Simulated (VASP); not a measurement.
# C in VASP: further runs

The runs below take C through single point, with PBEsol, LDA.

Program: VASP 6.6.1. These are calculated values, not measurements. Logs are shortened: lines on timing, memory, paths and dates and some standing lists are left out, and cuts for length are marked.

## Step 1: The cell of the first run

The cell holds a slab with vacuum, 2 atoms: a = 2.423 Å, b = 2.423 Å, c = 8.409 Å, α = 90.00°, β = 90.00°, γ = 120.00°.

## Step 2: Single point, PBEsol

Input file INCAR:

```
SYSTEM = C
  PREC = Accurate
  ENCUT = 520
  EDIFF = 1E-6
  ISMEAR = -1
  SIGMA = 0.05
  LREAL = .FALSE.
  LASPH = .TRUE.
  NELM = 100
  ALGO = Normal
  ISIF = 2
  LWAVE = .FALSE.
  LCHARG = .FALSE.
  GGA = PS
  NBANDS = 11
```

Input file KPOINTS:

```
Automatic mesh
0
G
  12 12 3
  0 0 0
```

Input file POSCAR:

```
C
1.0
    2.4229746043      0.0000000000      0.0000000000
   -1.2114873021      2.0983575600      0.0000000000
    0.0000000000      0.0000000000      8.4086027063
C
2
Direct
    0.6666666667      0.3333333333      0.0000000000
    0.3333333333      0.6666666667      0.0000000000
```

Potentials or basis: VASP PAW PBE potentials, release 64 (C).

On the command line:

```sh
cat potpaw_PBE.64/C/POTCAR > POTCAR
mpirun -np 1 vasp_std > vasp.out
```

OUTCAR:

```text
SYSTEM = C
   PREC = Accurate
   ENCUT = 520
   EDIFF = 1E-6
   ISMEAR = -1
   LREAL = .FALSE.
   LASPH = .TRUE.
   NELM = 100
   ISIF = 2
   GGA = PS

 ion  position               nearest neighbor table
   1  0.667  0.333  0.000-   2 1.40   2 1.40   2 1.40
   2  0.333  0.667  0.000-   1 1.40   1 1.40   1 1.40

  LATTYP: Found a hexagonal cell.
 ALAT       =     2.4229746043
 C/A-ratio  =     3.4703635322

  Lattice vectors:

 A1 = (   2.4229746043,   0.0000000000,   0.0000000000)
 A2 = (  -1.2114873021,   2.0983575600,   0.0000000000)
 A3 = (   0.0000000000,   0.0000000000,   8.4086027063)

Analysis of symmetry for initial positions (statically):
=====================================================================
 Subroutine PRICEL returns:
 Original cell was already a primitive cell.

 Routine SETGRP: Setting up the symmetry group for a
 hexagonal supercell.

 Subroutine GETGRP returns: Found 24 space group operations
 (whereof 24 operations were pure point group operations)
 out of a pool of 24 trial point group operations.

The static configuration has the point symmetry D_6h.

Analysis of symmetry for dynamics (positions and initial velocities):
=====================================================================
 Subroutine PRICEL returns:
 Original cell was already a primitive cell.

 Routine SETGRP: Setting up the symmetry group for a
 hexagonal supercell.

 Subroutine GETGRP returns: Found 24 space group operations
 (whereof 24 operations were pure point group operations)
 out of a pool of 24 trial point group operations.

The dynamic configuration has the point symmetry D_6h.

 Subroutine INISYM returns: Found 24 space group operations
 (whereof 24 operations are pure point group operations),
 and found     1 'primitive' translations

----------------------------------------------------------------------------------------

                                     Primitive cell

  volume of cell :      42.7516

  direct lattice vectors                    reciprocal lattice vectors
     2.422974604  0.000000000  0.000000000     0.412715840  0.238281602  0.000000000
    -1.211487302  2.098357560  0.000000000     0.000000000  0.476563203  0.000000000
     0.000000000  0.000000000  8.408602706     0.000000000  0.000000000  0.118925823

  length of vectors
     2.422974604  2.422974604  8.408602706     0.476563203  0.476563203  0.118925823

  position of ions in fractional coordinates (direct lattice)
     0.666666667  0.333333333  0.000000000
     0.333333333  0.666666667  0.000000000

  ion indices of the primitive-cell ions
   primitive index   ion index
                 1           1
                 2           2

----------------------------------------------------------------------------------------

 KPOINTS: Automatic mesh

Automatic generation of k-mesh.
 Grid dimensions read from file:
 generate k-points for:   12   12    3

 Generating k-lattice:

  Cartesian coordinates                     Fractional coordinates (reciprocal lattice)
     0.034392987  0.019856800  0.000000000     0.083333333  0.000000000  0.000000000
     0.000000000  0.039713600  0.000000000     0.000000000  0.083333333  0.000000000
     0.000000000  0.000000000  0.039641941     0.000000000  0.000000000  0.333333333

  Length of vectors
     0.039713600  0.039713600  0.039641941

  Shift w.r.t. Gamma in fractional coordinates (k-lattice)
     0.000000000  0.000000000  0.000000000

 Subroutine IBZKPT returns following result:
 ===========================================

 Found     38 irreducible k-points:

 Following reciprocal coordinates:
            Coordinates               Weight
  0.000000  0.000000  0.000000      1.000000
  0.083333 -0.000000  0.000000      6.000000
  0.166667 -0.000000  0.000000      6.000000
  0.250000 -0.000000  0.000000      6.000000
  0.333333  0.000000  0.000000      6.000000
  0.416667 -0.000000  0.000000      6.000000
[... 16 lines left out ...]
  0.250000 -0.000000  0.333333     12.000000
  0.333333  0.000000  0.333333     12.000000
 [... further k-points ...]
   k-points           NKPTS =     38   k-points in BZ     NKDIM =     38   number of bands    NBANDS=     11
   number of dos      NEDOS =    301   number of ions     NIONS =      2
   total plane-waves  NPLWV =  20736
   dimension x,y,z NGX =    18 NGY =   18 NGZ =   64
   dimension x,y,z NGXF=    36 NGYF=   36 NGZF=  128
   ions per type =               2
   NGX,Y,Z   is equivalent  to a cutoff of  12.35, 12.35, 12.65 a.u.
   NGXF,Y,Z  is equivalent  to a cutoff of  24.70, 24.70, 25.31 a.u.
 SYSTEM =  C
   PREC   = accura    normal or accurate (medium, high low for compatibility)
   ISTART =      0    job   : 0-new  1-cont  2-samecut
   ICHARG =      2    charge: 1-file 2-atom 10-const
   ISPIN  =      1    spin polarized calculation?
   LNONCOLLINEAR =      F non collinear calculations
   LSORBIT =      F    spin-orbit coupling
   LASPH  =      T    aspherical Exc in radial PAW
   ENCUT  =  520.0 eV  38.22 Ry    6.18 a.u.   4.51  4.51 15.63*2*pi/ulx,y,z
   NELM   =    100;   NELMIN=  2; NELMDL= -5     # of ELM steps
   EDIFF  = 0.1E-05   stopping-criterion for ELM
   LREAL  =      F    real-space projection
   EDIFFG = 0.1E-04   stopping-criterion for IOM
   NSW    =      0    number of steps for IOM
   IBRION =     -1    ionic relax: 0-MD 1-quasi-New 2-CG
   NFREE  =      0    steps in history (QN), initial steepest desc. (CG)
   ISIF   =      2    stress and relaxation
   ISYM   =      2    0-nonsym 1-usesym 2-fastsym
   POTIM  = 0.5000    time-step for ionic-motion
   TEBEG  =    0.0;   TEEND  =   0.0 temperature during run
   PSTRESS=    0.0 pullay stress
   NELECT =       8.0000    total number of electrons
   NUPDOWN=      -1.0000    fix difference up-down
   EMIN   =  10.00;   EMAX   =-10.00  energy-range for DOS
   EFERMI =   0.00;   METHOD = LEGACY
   ISMEAR =    -1;   SIGMA  =   0.05  broadening in eV -4-tet -1-fermi 0-gaus
   EFERMI_NEDOS =   21; number of points for ismear=-14 and -15
   IALGO  =     38    algorithm
   IMIX   =      4    mixing-type and parameters
     AMIX     =   0.40;   BMIX     =  1.00
     AMIX_MAG =   1.60;   BMIX_MAG =  1.00
  volume/ion in A,a.u.               =      21.38       144.25
  Fermi-wavevector in a.u.,A,eV,Ry     =   0.936384  1.769510 11.929798  0.876815
  Thomas-Fermi vector in A             =   2.063388
   LORBIT       =      0    0 simple, 1 ext, 2 COOP (PROOUT), +10 PAW based schemes
   GGA     = PS    functional components
   LHFCALC =     F    Hartree Fock is set to
   AEXX    =    0.0000 exact exchange contribution
   IVDW    =     0    specifies the selected vdW correction
   LEPSILON=     F    determine dielectric tensor
   LRPA    =     F    only Hartree local field effects (RPA)
 non-spin polarized calculation
  energy-cutoff  :      520.00
  volume of cell :       42.75
 maximum number of plane-waves:      1175
 NGX is ok and might be reduce to    18
   NGX =  9   NGY =  9   NGZ = 31

 number of electron       8.0000000 magnetization

 Free energy of the ion-electron system (eV)
  ---------------------------------------------------
  ext. energy  EPLUGINS =         0.00000000
  ---------------------------------------------------
  free energy    TOTEN  =       -19.24367512 eV

  energy without entropy =      -19.24174971  energy(sigma->0) =      -19.24271241

 E-fermi :  -0.5258     XC(G=0):  -5.0773

 val. band max:       -0.5257769172   @ k =   0.3333   0.3333   0.3333
 cond. band min:      -0.5257089314   @ k =   0.3333   0.3333   0.0000
 fundamental gap:      0.0000679858
 Fermi energy:        -0.5257542555

 k-point     1 :       0.0000    0.0000    0.0000
  band No.  band energies     occupation
      1     -20.4359      2.00000
      2      -8.5368      2.00000
      3      -3.5063      2.00000
      4      -3.5063      2.00000
      5       2.4343      0.00000
      6       4.8870      0.00000
      7       6.4696      0.00000
      8       8.1094      0.00000
      9       8.1094      0.00000
     10      11.5756      0.00000
     11      13.2942      0.00000

 k-point     2 :       0.0833   -0.0000    0.0000
  band No.  band energies     occupation
      1     -20.2667      2.00000
      2      -8.3319      2.00000
      3      -4.1709      2.00000
      4      -3.8670      2.00000
      5       2.6652      0.00000
      6       5.1131      0.00000
      7       6.6862      0.00000
      8       8.1954      0.00000
      9       8.8450      0.00000
     10      10.9680      0.00000
     11      13.5682      0.00000

 k-point     3 :       0.1667   -0.0000    0.0000
  band No.  band energies     occupation
      1     -19.7606      2.00000
      2      -7.7222      2.00000
      3      -5.8495      2.00000
      4      -4.7074      2.00000
      5       3.3582      0.00000
      6       5.7869      0.00000
      7       7.3252      0.00000
      8       8.2305      0.00000
      9       9.3463      0.00000
     10      10.7900      0.00000
     11      14.1326      0.00000

 k-point     4 :       0.2500   -0.0000    0.0000
  band No.  band energies     occupation
      1     -18.9233      2.00000
      2      -8.0078      2.00000
      3      -6.7270      2.00000
      4      -5.6354      2.00000
      5       4.5116      0.00000
      6       6.7469      0.00000
      7       7.2648      0.00000
      8       7.8651      0.00000
      9       8.5956      0.00000
     10      13.4775      0.00000
     11      14.9868      0.00000

 k-point     5 :       0.3333    0.0000    0.0000
  band No.  band energies     occupation
      1     -17.7658      2.00000
      2     -10.2800      2.00000
      3      -6.4063      2.00000
      4      -5.3963      2.00000
      5       4.5934      0.00000
      6       6.1175      0.00000
      7       7.6462      0.00000
      8       8.5057      0.00000
      9      10.0945      0.00000
     10      15.7633      0.00000
     11      15.8203      0.00000
[... 211 lines left out ...]
 k-point    21 :       0.0833   -0.0000    0.3333
  band No.  band energies     occupation
      1     -20.2666      2.00000
      2      -8.3321      2.00000
      3      -4.1709      2.00000
      4      -3.8670      2.00000
      5       3.0204      0.00000
      6       4.0355      0.00000
      7       8.1052      0.00000
      8       8.2709      0.00000
      9       8.8451      0.00000
     10      10.9685      0.00000
     11      11.5659      0.00000

 k-point    22 :       0.1667   -0.0000    0.3333
  band No.  band energies     occupation
      1     -19.7606      2.00000
      2      -7.7225      2.00000
      3      -5.8495      2.00000
      4      -4.7074      2.00000
      5       3.7106      0.00000
      6       4.7196      0.00000
      7       8.1492      0.00000
      8       8.8629      0.00000
      9       9.3614      0.00000
     10      10.7900      0.00000
     11      12.2186      0.00000

 k-point    23 :       0.2500   -0.0000    0.3333
  band No.  band energies     occupation
      1     -18.9233      2.00000
      2      -8.0078      2.00000
      3      -6.7272      2.00000
      4      -5.6354      2.00000
      5       4.8568      0.00000
      6       5.8392      0.00000
      7       7.1081      0.00000
      8       7.9468      0.00000
      9       9.9662      0.00000
     10      13.2678      0.00000
     11      13.4778      0.00000

 k-point    24 :       0.3333    0.0000    0.3333
  band No.  band energies     occupation
      1     -17.7658      2.00000
      2     -10.2800      2.00000
      3      -6.4063      2.00000
      4      -5.3965      2.00000
      5       4.5898      0.00000
      6       6.4590      0.00000
      7       7.4253      0.00000
      8       7.7208      0.00000
      9      11.4436      0.00000
     10      14.6423      0.00000
     11      15.8959      0.00000

 [... further k-points ...]
[... 5 lines left out ...]
  --------------------------------------------------------------------------------------
  -------------------------------------------------------------------------------------
  Total        2.2274402      2.2274402     -0.0099897      0.0000000      0.0000000      0.0000000
  in kB       83.4765407     83.4765407     -0.3743781      0.0000000      0.0000000      0.0000000
  external PRESSURE =      55.5262345 kB  Pullay stress =       0.0000000 kB

 VOLUME and BASIS-vectors are now :
 -----------------------------------------------------------------------------
  energy-cutoff  :      520.00
  volume of cell :       42.75
      direct lattice vectors                 reciprocal lattice vectors
     2.422974604  0.000000000  0.000000000     0.412715840  0.238281602  0.000000000
    -1.211487302  2.098357560  0.000000000     0.000000000  0.476563203  0.000000000
     0.000000000  0.000000000  8.408602706     0.000000000  0.000000000  0.118925823

 POSITION                                       TOTAL-FORCE (eV/Angst)
 -----------------------------------------------------------------------------------
      1.21149      0.69945      0.00000         0.000000     -0.000000      0.000000
     -0.00000      1.39891      0.00000         0.000000      0.000000      0.000000
 -----------------------------------------------------------------------------------
    total drift:                                0.000000     -0.000000      0.000000

  FREE ENERGIE OF THE ION-ELECTRON SYSTEM (eV)
  ---------------------------------------------------
  free  energy   TOTEN  =       -19.2436751167 eV

  energy  without entropy=      -19.2417497081  energy(sigma->0) =      -19.24271241
```

Wall time 44 s (1 thread of AMD EPYC 7R13, shared host); peak memory 0.12 GiB.

What came out:

```
Free energy            : -19.2437 eV
Band gap on the k mesh : zero (filled and empty bands touch)
```

Levels at points of the mesh, in eV from the Fermi level:
| k point | band 2 | band 3 | band 4 | band 5 | band 6 | band 7 |
| --- | --- | --- | --- | --- | --- | --- |
| (0.00, 0.00, 0.00) | -8.01 | -2.98 | -2.98 | 2.96 | 5.41 | 7.00 |
| (0.50, 0.00, 0.00) | -13.58 | -6.55 | -2.47 | 1.67 | 7.87 | 11.14 |

Caveat: the PAW data sets were made with another functional, which shifts forces and pressure a little.

## Step 3: Single point, PBEsol

This run uses another cell than the first one, of 22.27 Å³/atom, 1.042 times its volume.

Input file INCAR:

```
PREC     = Accurate       # precision mode
ENCUT    = 520            # plane-wave cutoff, eV
EDIFF    = 1E-6           # SCF threshold, eV
ISMEAR   = -1             # smearing method
SIGMA    = 0.05           # smearing width, eV
LREAL    = False          # projectors in reciprocal space
LASPH    = True           # aspherical terms in the spheres
NELM     = 100            # most SCF steps
ALGO     = Normal         # electronic algorithm
ISIF     = 2              # what is computed and relaxed
LWAVE    = False          # write WAVECAR
LCHARG   = False          # write CHGCAR
GGA      = PS             # functional
NBANDS   = 11             # bands
```

Input file KPOINTS:

```
regular mesh
0
Gamma
  12 12 3
```

Input file POSCAR:

```
C
1.0
    2.4561701622      0.0000000000      0.0000000000
   -1.2280850811      2.1271057565      0.0000000000
    0.0000000000      0.0000000000      8.5238033600
C
2
Direct
    0.6666666667      0.3333333333      0.0000000000
    0.3333333333      0.6666666667      0.0000000000
```

Potentials or basis: VASP PAW PBE potentials, release 64 (C).

On the command line:

```sh
cat potpaw_PBE.64/C/POTCAR > POTCAR
mpirun -np 1 vasp_std > vasp.out
```

It took 43 s on 1 thread of AMD EPYC 7R13, shared host; peak memory 0.12 GiB.

It converged, with:

```yaml
Free_energy: -19.2778 eV
Band_gap_on_the_k_mesh: zero (filled and empty bands touch)
```

Levels at points of the mesh, in eV from the Fermi level:
```tsv
k point	band 2	band 3	band 4	band 5	band 6	band 7
(0.00, 0.00, 0.00)	-7.73	-3.00	-3.00	3.10	5.47	7.02
(0.50, 0.00, 0.00)	-13.31	-6.44	-2.39	1.66	7.46	11.05
```

Caveat: the PAW data sets were made with another functional, which shifts forces and pressure a little.

## Step 4: Single point, LDA

This run uses another cell than the first one, of 23.60 Å³/atom, 1.104 times its volume.

Input file INCAR:

```
SYSTEM = C
  PREC = Accurate
  ENCUT = 520
  EDIFF = 1E-6
  ISMEAR = -1
  SIGMA = 0.05
  LREAL = .FALSE.
  LASPH = .TRUE.
  NELM = 60
  ALGO = Normal
  ISIF = 2
  LWAVE = .FALSE.
  LCHARG = .FALSE.
  GGA = CA
  NBANDS = 11
```

Input file KPOINTS:

```
regular mesh
0
G
  12 12 3
  0 0 0
```

Input file POSCAR:

```
C
1.0
    2.5043425914      0.0000000000      0.0000000000
   -1.2521712957      2.1688243040      0.0000000000
    0.0000000000      0.0000000000      8.6909792017
C
2
Direct
    0.6666666667      0.3333333333      0.0000000000
    0.3333333333      0.6666666667      0.0000000000
```

Potentials or basis: VASP PAW LDA potentials, release 64 (C).

On the command line:

```sh
cat potpaw_LDA.64/C/POTCAR > POTCAR
mpirun -np 1 vasp_std > vasp.out
```

It took 58 s on 1 thread of AMD EPYC 7R13, shared host; peak memory 0.11 GiB.

Results (log left out):

* Free energy: -20.0997 eV
* Band gap on the k mesh: zero (filled and empty bands touch)

Levels at points of the mesh, in eV from the Fermi level:
```tsv
k point	band 2	band 3	band 4	band 5	band 6	band 7
(0.00, 0.00, 0.00)	-7.33	-3.05	-3.05	3.32	5.56	7.12
(0.50, 0.00, 0.00)	-12.86	-6.28	-2.26	1.61	6.99	10.93
```

## Step 5: The runs side by side

```csv
level,potentials or basis,cell,gap on the mesh (eV)
PBEsol,"VASP PAW PBE potentials, release 64 (C)","a = 2.423, b = 2.423, c = 8.409 Å, angles 90.0, 90.0, 120.0°, 2 atoms",none
PBEsol,"VASP PAW PBE potentials, release 64 (C)","a = 2.456, b = 2.456, c = 8.524 Å, angles 90.0, 90.0, 120.0°, 2 atoms",none
LDA,"VASP PAW LDA potentials, release 64 (C)","a = 2.504, b = 2.504, c = 8.691 Å, angles 90.0, 90.0, 120.0°, 2 atoms",none
```

Alike in all rows: task single point; no spin polarisation; k mesh 12 × 12 × 3; cutoff (eV) 520; smearing fermi-dirac 0.05 eV.

Caveats: the PAW data sets were made with another functional, which shifts forces and pressure a little (some runs).

Absolute energies hang on the potentials; compare differences alone.
